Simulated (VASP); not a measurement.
Here is a VASP 6.6.1 calculation.

File INCAR:

```
PREC     = Accurate       # precision mode
ENCUT    = 520            # plane-wave cutoff, eV
EDIFF    = 1E-6           # SCF threshold, eV
ISMEAR   = -1             # smearing method
SIGMA    = 0.05           # smearing width, eV
LREAL    = False          # projectors in reciprocal space
LASPH    = True           # aspherical terms in the spheres
NELM     = 100            # most SCF steps
ALGO     = Normal         # electronic algorithm
ISIF     = 2              # what is computed and relaxed
LWAVE    = False          # write WAVECAR
LCHARG   = False          # write CHGCAR
NBANDS   = 16             # bands
```

Contents of KPOINTS:

```
Automatic mesh
0
Gamma
  11 11 11
```

POSCAR

```
LaTe
1.0
    0.0000000000      3.1723558217      3.1723558217
    3.1723558217      0.0000000000      3.1723558217
    3.1723558217      3.1723558217      0.0000000000
La Te
1 1
Direct
    0.0000000000      0.0000000000      0.0000000000
    0.5000000000      0.5000000000      0.5000000000
```

Potentials or basis: VASP PAW LDA potentials, release 64 (La, Te).

Launch:

```bash
$ cat potpaw_LDA.64/La/POTCAR potpaw_LDA.64/Te/POTCAR > POTCAR
$ mpirun -np 1 vasp_std > vasp.out
```

What does it give for the pressure?

0.1 GPa.

Predict the band gap on the k mesh.

zero (an odd number of electrons rules out a gap without spin polarisation).

Caveat: spin-orbit coupling is left out, which moves the levels of the heavy elements.
